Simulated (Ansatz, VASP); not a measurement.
# Ir in VASP and in Ansatz

The input INCAR:

```
SYSTEM = Ir
PREC     = Accurate       ! precision mode
ENCUT    = 500            ! plane-wave cutoff, eV
EDIFF    = 1E-6           ! SCF threshold, eV
ISMEAR   = 0              ! smearing method
SIGMA    = 0.05           ! smearing width, eV
LREAL    = .FALSE.        ! projectors in reciprocal space
LASPH    = .TRUE.         ! aspherical terms in the spheres
NELM     = 200            ! most SCF steps
ALGO     = Normal         ! electronic algorithm
ISIF     = 2              ! what is computed and relaxed
LWAVE    = .FALSE.        ! write WAVECAR
LCHARG   = .TRUE.         ! write CHGCAR
MAGMOM   = 0 0 0          ! initial moments
LORBIT   = 11             ! projections on sites
LSORBIT  = .TRUE.         ! spin-orbit coupling
GGA_COMPAT= .FALSE.      
LORBMOM  = .TRUE.       
LMAXMIX  = 4              ! l up to which the mixer works
LDAU     = .TRUE.         ! DFT+U
LDAUTYPE = 2            
LDAUL    = 2              ! shell
LDAUU    = 5              ! U, eV
LDAUJ    = 0            
LDAUPRINT= 1            
GGA      = PE             ! functional
LVHAR    = .TRUE.       
NBANDS   = 28             ! bands
```

KPOINTS

```
Automatic mesh
0
G
  12 12 12
  0 0 0
```

The input POSCAR:

```
Ir
1.0
    0.0000000000      1.9200010851      1.9200010851
    1.9200010851      0.0000000000      1.9200010851
    1.9200010851      1.9200010851      0.0000000000
Ir
1
Direct
    0.0000000000      0.0000000000      0.0000000000
```

Input for Ansatz:

```yaml
crystal:
  lattice:
    - [0.0, 1.9200010851, 1.9200010851]
    - [1.9200010851, 0.0, 1.9200010851]
    - [1.9200010851, 1.9200010851, 0.0]
  atoms:
    - { symbol: Ir, position: [0.0, 0.0, 0.0] }
basis:
  ecutwfc: 420
  ecutrho_ratio: 4
kpoints:
  mp_grid: { grid: [12, 12, 12] }
hamiltonian:
  xc: pbe
  hubbard: { sites: [{ species: Ir, l: d, u_eff: 5.0 }], double_counting: fll }
scf:
  occupations: { method: gaussian, width: 0.05 }
output:
  forces: true
  stress: true
magnetization:
  noncollinear: true
  spin_orbit: true
```

Alike in both runs: task single point; functional PBE; k mesh 12 × 12 × 12; occupations gaussian, width 0.05 eV; non-collinear spin, spin-orbit coupling; Hubbard terms Ir d U = 5.0 eV.

```csv
,VASP,Ansatz
version,VASP 6.6.1,Ansatz 0.2.0
potentials or method,"VASP PAW PBE potentials, release 64 (Ir_sv_GW), cutoff 500 eV","plane waves, PAW"
valence electrons in the cell,17,17
```

|  | VASP | Ansatz | Ansatz less VASP |
| --- | --- | --- | --- |
| pressure (GPa) | 4.6 | 10.0 | +5.37 |
| net moment per atom (μB) | 0.00 | 0.00 | 0.000 |

The programs project onto different local orbitals, so the same U acts differently, and such runs can settle in different states. Ansatz's warnings: filled band counts differ across k points.
